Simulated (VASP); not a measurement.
Set up this calculation in VASP 6.6.1, as the native input.

```
Task                   : relaxation of cell and atoms
Functional             : PBE
Potentials or basis    : VASP PAW PBE potentials, release 64 (C)
Cutoff                 : 600 eV
k mesh                 : 12 × 12 × 6
Occupations            : gaussian, width 0.1 eV
Spin                   : no spin polarisation
Dipole correction      : no
Further INCAR settings : ALGO = Normal; EDIFF = 1e-06; IBRION = 2; EDIFFG = -0.01; NSW = 100; ISIF = 3
```

The structure of C lies in POSCAR:

```
C
1.0
    3.7379830333      0.0000000000      0.0000000000
   -1.8689915166      3.2371882657      0.0000000000
    0.0000000000      0.0000000000      6.8606364766
C
9
Direct
    0.1441889748      0.1755893346      0.2740242110
    0.8244106654      0.9685996403      0.6073575443
    0.0314003597      0.8558110252      0.9406908777
    0.8244106654      0.8558110252      0.3926424557
    0.0314003597      0.1755893346      0.0593091223
    0.1441889748      0.9685996403      0.7259757890
    0.5048060924      0.4951939076      0.3333333333
    0.5048060924      0.0096121848      0.6666666667
    0.9903878152      0.4951939076      0.0000000000
```

The cell was generated, and may not be a known phase.

The input as run:

INCAR

```
ALGO     = Normal         # electronic algorithm
EDIFF    = 1E-6           # SCF threshold, eV
EDIFFG   = -0.01          # ionic threshold
ENCUT    = 600            # plane-wave cutoff, eV
GGA      = PE             # functional
IBRION   = 2              # ionic algorithm
ISIF     = 3              # what is computed and relaxed
ISMEAR   = 0              # smearing method
LASPH    = T              # aspherical terms in the spheres
LCHARG   = F              # write CHGCAR
LREAL    = F              # projectors in reciprocal space
LWAVE    = F              # write WAVECAR
NELM     = 80             # most SCF steps
NSW      = 100            # ionic steps
PREC     = Accurate       # precision mode
SIGMA    = 0.1            # smearing width, eV
```

KPOINTS

```
k-points
0
Gamma
  12 12 6
```

Potentials or basis: VASP PAW PBE potentials, release 64 (C).

Launch:

```sh
$ cat potpaw_PBE.64/C/POTCAR > POTCAR
$ mpirun -np 1 vasp_std > vasp.out
```

Results of the run:

```
Relaxed volume                        : 9.22 Å³/atom
Relaxed cell                          : a = 3.738 Å, b = 3.738 Å, c = 6.854 Å, α = 90.00°, β = 90.00°, γ = 120.00°
Space group after relaxing (to 0.1 Å) : P3_112 (No. 151)
Energy gained by relaxing             : 0.0 meV/atom
Ionic steps                           : 7
Pressure after relaxing               : 0.0 GPa
Largest force after relaxing          : 0.008 eV/Å
Band gap on the k mesh                : zero (bands 18 and 19 overlap by 0.47 eV)
```

Caveat: this functional lacks dispersion, which binds layers or chains, so the pressure and a relaxed spacing across them are unreliable.

Wall time 4.5 min on 1 thread of AMD EPYC 9R45 96-Core Processor (Zen 5), with other jobs on the host, peak memory 0.28 GiB.
